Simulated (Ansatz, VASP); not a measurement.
# BaTiO3 in VASP and in Ansatz

INCAR

```
  PREC = Accurate
  ENCUT = 520
  EDIFF = 1E-6
  ISMEAR = -1
  SIGMA = 0.05
  LREAL = F
  LASPH = T
  NELM = 60
  ALGO = Normal
  ISIF = 2
  LWAVE = F
  LCHARG = F
  GGA = PE
  NBANDS = 51
```

Contents of KPOINTS:

```
Automatic mesh
0
Gamma
  7 7 4
```

POSCAR

```
BaTiO3
1.0
    3.9998000000      0.0000000000      0.0000000000
    0.0000000000      3.9998000000      0.0000000000
    0.0000000000      0.0000000000      8.0360000000
Ba Ti O
2 2 6
Direct
    0.9993338700      0.0014896700      0.0020579800
    0.0006661300      0.9985103300      0.4979420200
    0.4893534700      0.4978615600      0.2399223900
    0.5106465300      0.5021384400      0.7420776100
    0.5027900500      0.5020959900      0.0107726400
    0.4972099500      0.4979040100      0.5052273600
    0.5056745700      0.0016777200      0.2580984100
    0.4943254300      0.9983222800      0.7569015900
    0.0077650300      0.4997120000      0.2626403600
    0.9922349700      0.5002880000      0.7523596400
```

Contents of input.yaml:

```yaml
crystal:
  lattice:
    - [3.9998, 0.0, 0.0]
    - [0.0, 3.9998, 0.0]
    - [0.0, 0.0, 8.036]
  atoms:
    - { symbol: Ba, position: [0.99933387, 0.00148967, 0.00205798] }
    - { symbol: Ba, position: [0.00066613, 0.99851033, 0.49794202] }
    - { symbol: Ti, position: [0.48935347, 0.49786156, 0.23992239] }
    - { symbol: Ti, position: [0.51064653, 0.50213844, 0.74207761] }
    - { symbol: O, position: [0.50279005, 0.50209599, 0.01077264] }
    - { symbol: O, position: [0.49720995, 0.49790401, 0.50522736] }
    - { symbol: O, position: [0.50567457, 0.00167772, 0.25809841] }
    - { symbol: O, position: [0.49432543, 0.99832228, 0.75690159] }
    - { symbol: O, position: [0.00776503, 0.499712, 0.26264036] }
    - { symbol: O, position: [0.99223497, 0.500288, 0.75235964] }
hamiltonian:
  xc: pbe
  pseudopotentials: { kind: paw }
kpoints:
  mp_grid: { grid: [7, 7, 4] }
scf:
  occupations: { method: fermi_dirac, width: 0.05 }
basis:
  ecutwfc: "800 eV"
output:
  forces: true
  stress: true
  eigenvalues: true
  write_density: true
  write_potential: true
  elf: true
  volumetric_format: npy
```

Alike in both runs: task single point; functional PBE; k mesh 7 × 7 × 4; occupations fermi-dirac, width 0.05 eV; no spin polarisation.

```csv
,VASP,Ansatz
version,VASP 6.6.1,Ansatz 0.2.0
potentials or method,"VASP PAW PBE potentials, release 64 (Ba_sv, Ti_sv, O), cutoff 520 eV",Ansatz PAW
valence electrons in the cell,80,80
```

```csv
,VASP,Ansatz,Ansatz less VASP
gap on the k mesh at the Fermi level (eV),1.99,2.05,+0.057
least direct gap on the mesh (eV),2.22,2.25,+0.024
pressure (GPa),4.9,3.1,-1.80
"traceless stress, the component that is largest in VASP (GPa)",0.96,0.91,-0.050
rms of the force components (eV/Å),0.323,0.320,-0.0026
```

Atom by atom the forces differ by 0.022 eV/Å (rms over components).

Neither program's run includes spin-orbit coupling. Noted on Ansatz's run: odd divisions of the mesh miss points on the zone boundary, where band edges often lie, so the gap on the mesh can be too wide.
